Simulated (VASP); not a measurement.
# AlN (F-43m) in VASP: settings compared, part 2 of 2

VASP 6.6.1. The steps go on from the part before.

**3. Single point, PBE**

This run uses another cell than the first one: it holds 8 atoms, not 2.

INCAR reads:

```
SYSTEM = AlN
PREC = Accurate ; ENCUT = 600
EDIFF = 1E-6 ; ISMEAR = -5
SIGMA = 0.05 ; LREAL = .False.
LASPH = .True. ; NELM = 120
ALGO = Normal ; ISIF = 2
LWAVE = .False. ; LCHARG = .False.
GGA = PE ; NBANDS = 26
GGA_COMPAT = .False.
```

KPOINTS reads:

```
regular mesh
0
Gamma
  6 6 6
  0 0 0
```

POSCAR reads:

```
AlN
1.0
    4.4031742011      0.0000000000      0.0000000000
    0.0000000000     -4.4031742011      0.0000000000
    0.0000000000      0.0000000000     -4.4031742011
Al N
4 4
Direct
    0.5000000000      0.5000000000      1.0000000000
    0.0000000000      0.0000000000      1.0000000000
    0.0000000000      0.5000000000      0.5000000000
    0.5000000000      0.0000000000      0.5000000000
    0.7500000000      0.7500000000      0.7500000000
    0.2500000000      0.2500000000      0.7500000000
    0.2500000000      0.7500000000      0.2500000000
    0.7500000000      0.2500000000      0.2500000000
```

Potentials or basis: VASP PAW PBE potentials, release 64 (Al, N).

The run is started by

```sh
$ cat potpaw_PBE.64/Al/POTCAR potpaw_PBE.64/N/POTCAR > POTCAR
$ mpirun -np 1 vasp_std > vasp.out
```

OUTCAR:

```text
SYSTEM = AlN
   PREC = Accurate
   ENCUT = 600
   EDIFF = 1E-6
   ISMEAR = -5
   LREAL = .False.
   LASPH = .True.
   NELM = 120
   ISIF = 2
   GGA = PE

 ion  position               nearest neighbor table
   1  0.500  0.500  0.000-   5 1.91   6 1.91   7 1.91   8 1.91   3 3.11   4 3.11   2 3.11   3 3.11
                             4 3.11   2 3.11   4 3.11   4 3.11   2 3.11   3 3.11   3 3.11   2 3.11
   2  0.000  0.000  0.000-   5 1.91   6 1.91   7 1.91   8 1.91   3 3.11   4 3.11   1 3.11   3 3.11
                             4 3.11   1 3.11   3 3.11   3 3.11   1 3.11   4 3.11   4 3.11   1 3.11
   3  0.000  0.500  0.500-   5 1.91   6 1.91   7 1.91   8 1.91   2 3.11   4 3.11   1 3.11   1 3.11
                             2 3.11   2 3.11   4 3.11   2 3.11   1 3.11   4 3.11   1 3.11   4 3.11
   4  0.500  0.000  0.500-   5 1.91   6 1.91   7 1.91   8 1.91   2 3.11   3 3.11   1 3.11   1 3.11
                             2 3.11   1 3.11   3 3.11   1 3.11   2 3.11   3 3.11   2 3.11   3 3.11
   5  0.750  0.750  0.750-   1 1.91   2 1.91   3 1.91   4 1.91
   6  0.250  0.250  0.750-   1 1.91   2 1.91   3 1.91   4 1.91
   7  0.250  0.750  0.250-   1 1.91   2 1.91   3 1.91   4 1.91
   8  0.750  0.250  0.250-   1 1.91   2 1.91   3 1.91   4 1.91

  LATTYP: Found a simple cubic cell.
 ALAT       =     4.4031742011

  Lattice vectors:

 A1 = (   4.4031742011,   0.0000000000,   0.0000000000)
 A2 = (   0.0000000000,  -4.4031742011,   0.0000000000)
 A3 = (   0.0000000000,   0.0000000000,  -4.4031742011)

Analysis of symmetry for initial positions (statically):
=====================================================================
 Subroutine PRICEL returns following result:

  LATTYP: Found a face centered cubic cell.
 ALAT       =     4.4031742011

  Lattice vectors:

 A1 = (   2.2015871005,   2.2015871005,   0.0000000000)
 A2 = (   2.2015871005,   0.0000000000,  -2.2015871005)
 A3 = (   0.0000000000,   2.2015871005,  -2.2015871006)

   4 primitive cells build up your supercell.

 Routine SETGRP: Setting up the symmetry group for a
 simple cubic supercell.

[... 151 lines left out ...]
   LHFCALC =     F    Hartree Fock is set to
   AEXX    =    0.0000 exact exchange contribution
   IVDW    =     0    specifies the selected vdW correction
   LEPSILON=     F    determine dielectric tensor
   LRPA    =     F    only Hartree local field effects (RPA)
 non-spin polarized calculation
 Fermi weights with tetrahedron method with Bloechl corrections
  energy-cutoff  :      600.00
  volume of cell :       85.37
 maximum number of plane-waves:      2897
 NGX is ok and might be reduce to    36

 number of electron      31.9999997 magnetization

 Free energy of the ion-electron system (eV)
  ---------------------------------------------------
  ext. energy  EPLUGINS =         0.00000000
  ---------------------------------------------------
  free energy    TOTEN  =       -59.39569233 eV

  energy without entropy =      -59.39569233  energy(sigma->0) =      -59.39569233

 E-fermi :   5.7583     XC(G=0): -10.8292

 val. band max:        5.7445796090   @ k =   0.0000   0.0000   0.0000
 cond. band min:       9.0501360012   @ k =   0.0000   0.0000   0.0000
 fundamental gap:      3.3055563923
 Fermi energy:         5.7582665961

 k-point     1 :       0.0000    0.0000    0.0000
  band No.  band energies     occupation
      1      -9.0986      2.00000
      2      -6.5079      2.00000
      3      -6.5079      2.00000
      4      -6.5079      2.00000
      5       0.9148      2.00000
      6       0.9148      2.00000
[... 569 lines left out ...]
     25      16.7407      0.00000
     26      16.7407      0.00000

------------------------ aborting loop because EDIFF is reached ----------------------------------------

  FORCE on cell =-STRESS in cart. coord.  units (eV):
  Direction    XX          YY          ZZ          XY          YZ          ZX
  --------------------------------------------------------------------------------------
  -------------------------------------------------------------------------------------
  Total       -0.2043657     -0.2043657     -0.2043657      0.0000000     -0.0000000     -0.0000000
  in kB       -3.8354913     -3.8354913     -3.8354913      0.0000000     -0.0000000     -0.0000000
  external PRESSURE =      -3.8354913 kB  Pullay stress =       0.0000000 kB

 VOLUME and BASIS-vectors are now :
 -----------------------------------------------------------------------------
  energy-cutoff  :      600.00
  volume of cell :       85.37
      direct lattice vectors                 reciprocal lattice vectors
     4.403174201  0.000000000  0.000000000     0.227108889  0.000000000  0.000000000
     0.000000000 -4.403174201  0.000000000     0.000000000 -0.227108889  0.000000000
     0.000000000  0.000000000 -4.403174201     0.000000000  0.000000000 -0.227108889

 POSITION                                       TOTAL-FORCE (eV/Angst)
 -----------------------------------------------------------------------------------
      2.20159     -2.20159      0.00000        -0.000000      0.000000     -0.000000
      0.00000      0.00000      0.00000        -0.000000      0.000000     -0.000000
      0.00000     -2.20159     -2.20159        -0.000000      0.000000     -0.000000
      2.20159      0.00000     -2.20159        -0.000000      0.000000     -0.000000
      3.30238     -3.30238     -3.30238         0.000000     -0.000000      0.000000
      1.10079     -1.10079     -3.30238        -0.000000     -0.000000      0.000000
      1.10079     -3.30238     -1.10079         0.000000      0.000000      0.000000
      3.30238     -1.10079     -1.10079        -0.000000     -0.000000      0.000000
 -----------------------------------------------------------------------------------
    total drift:                                0.000000      0.000000     -0.000000

  FREE ENERGIE OF THE ION-ELECTRON SYSTEM (eV)
  ---------------------------------------------------
  free  energy   TOTEN  =       -59.3956923349 eV

  energy  without entropy=      -59.3956923349  energy(sigma->0) =      -59.39569233
```

Wall time 70 s (1 thread of Intel Xeon 8259CL, shared host); peak memory 0.22 GiB.

Results:

| Quantity | Value |
| --- | --- |
| Free energy | -59.3957 eV |
| Pressure | -0.4 GPa |
| Band gap on the k mesh | 3.31 eV |

Levels at points of the mesh, in eV from the valence-band top:
| k point | band 14 | band 15 | band 16 | band 17 | band 18 | band 19 |
| --- | --- | --- | --- | --- | --- | --- |
| (0.00, 0.00, 0.00) | 0.00 | 0.00 | 0.00 | 3.31 | 3.31 | 3.31 |
| (0.50, 0.00, 0.00) | -0.96 | -0.96 | -0.96 | 5.84 | 5.84 | 5.99 |
| (0.50, 0.50, 0.00) | -0.52 | -0.52 | -0.52 | 7.71 | 7.71 | 7.71 |
| (0.50, 0.50, 0.50) | -0.48 | -0.48 | -0.48 | 7.16 | 7.16 | 7.16 |

**4. Single point, PBE**

This run uses another cell than the first one, of 9.44 Å³/atom.

INCAR reads:

```
SYSTEM = AlN
PREC = Accurate
ENCUT = 600
EDIFF = 1E-6
ISMEAR = 0
SIGMA = 0.01
LREAL = .False.
LASPH = .True.
NELM = 120
ALGO = Normal
ISIF = 2
LWAVE = .False.
LCHARG = .True.
GGA = PE
LELF = .True.
LVHAR = .True.
NBANDS = 11
GGA_COMPAT = .False.
```

KPOINTS reads:

```
Automatic mesh
0
Gamma
  10 10 10
  0 0 0
```

POSCAR reads:

```
AlN
1.0
    0.0000000000      2.1133509978      2.1133509978
    2.1133509978      0.0000000000      2.1133509978
    2.1133509978      2.1133509978      0.0000000000
Al N
1 1
Direct
    0.0000000000      0.0000000000      0.0000000000
    0.7500000000      0.7500000000      0.7500000000
```

The run is started by

```sh
$ cat potpaw_PBE.64/Al/POTCAR potpaw_PBE.64/N/POTCAR > POTCAR
$ mpirun -np 1 vasp_std > vasp.out
```

Run time: 15 s. Hardware: 1 thread of Intel Xeon 8259CL, shared host; peak memory 0.14 GiB.

The run converged. Its results:

| Item | Value |
| --- | --- |
| Free energy | -14.6422 eV |
| Pressure | 29.7 GPa |
| Band gap on the k mesh | 3.36 eV (least direct gap 5.10 eV) |

Levels at points of the mesh, in eV from the valence-band top:
```csv
k point,band 1,band 2,band 3,band 4,band 5,band 6,band 7,band 8,band 9
"(0.00, 0.00, 0.00)",-15.57,0.00,0.00,0.00,5.10,13.57,13.57,13.57,18.50
"(0.50, 0.00, 0.00)",-13.22,-6.28,-0.49,-0.49,8.30,10.55,11.78,11.78,19.37
"(0.50, 0.50, 0.00)",-12.49,-5.22,-1.88,-1.88,3.36,9.22,15.37,16.99,16.99
```

Caveat: the cell stands under pressure. A k mesh can miss the band edges.

**5. Overview**

```csv
level,cell,k mesh,cutoff (eV),smearing,grid for exact exchange (PRECFOCK),share of exact exchange,gap on the mesh (eV),pressure (GPa)
PBE0,"a = 3.114 Å, angles 60.0°, 2 atoms, atomic positions A",8 × 8 × 8,520,gaussian 0.02 eV,Normal,0.25,5.27,-5.4
PBE,"a = 4.403 Å, 8 atoms, atomic positions B",6 × 6 × 6,600,tetrahedron,-,-,3.31,-0.4
PBE,"a = 2.989 Å, angles 60.0°, 2 atoms, atomic positions A",10 × 10 × 10,600,gaussian 0.01 eV,-,-,3.36,29.7
```

Alike in all rows: task single point; potentials or basis VASP PAW PBE potentials, release 64 (Al, N); no spin polarisation.

Caveats: the cell stands under tension (at least some runs); the PAW data sets were made with another functional, which shifts forces and pressure a little (at least some runs); the cell stands under pressure (at least some runs).

Absolute energies hang on the potentials; compare differences alone.
